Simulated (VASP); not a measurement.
BN (Qingsongite), 2 atoms in the cell. It takes space group F-43m (No. 216, cubic). The conventional cell has a = 3.615 Å, b = 3.615 Å, c = 3.615 Å, α = 90.00°, β = 90.00°, γ = 90.00°. Within 2.1 Å of B (site symmetry -43m) lie 4 N at 1.57 Å. N (site symmetry -43m) has 4 B at 1.57 Å within 2.1 Å. 

- Program: VASP 6.6.1
- Task: single point
- Functional: PBE
- Potentials or basis: VASP PAW PBE potentials, release 64 (B, N)
- Cutoff: 520 eV
- k mesh: 6 × 6 × 6
- Occupations: gaussian, width 0.01 eV
- Spin: no spin polarisation
- Dipole correction: no
- Further INCAR settings: ALGO = Normal; EDIFF = 1e-06; NBANDS = 11

Potentials or basis: VASP PAW PBE potentials, release 64 (B, N).

Command:

```bash
$ cat potpaw_PBE.64/B/POTCAR potpaw_PBE.64/N/POTCAR > POTCAR
$ mpirun -np 1 vasp_std > vasp.out
```

Hardware: 1 thread of Intel Xeon 8259CL (shared host).

Q: Estimate the wall time of this run.

A: Wall time 4 s on 1 thread of Intel Xeon 8259CL, with other jobs on the host, peak memory 0.12 GiB. Counts: scf iterations 12, k points 16.
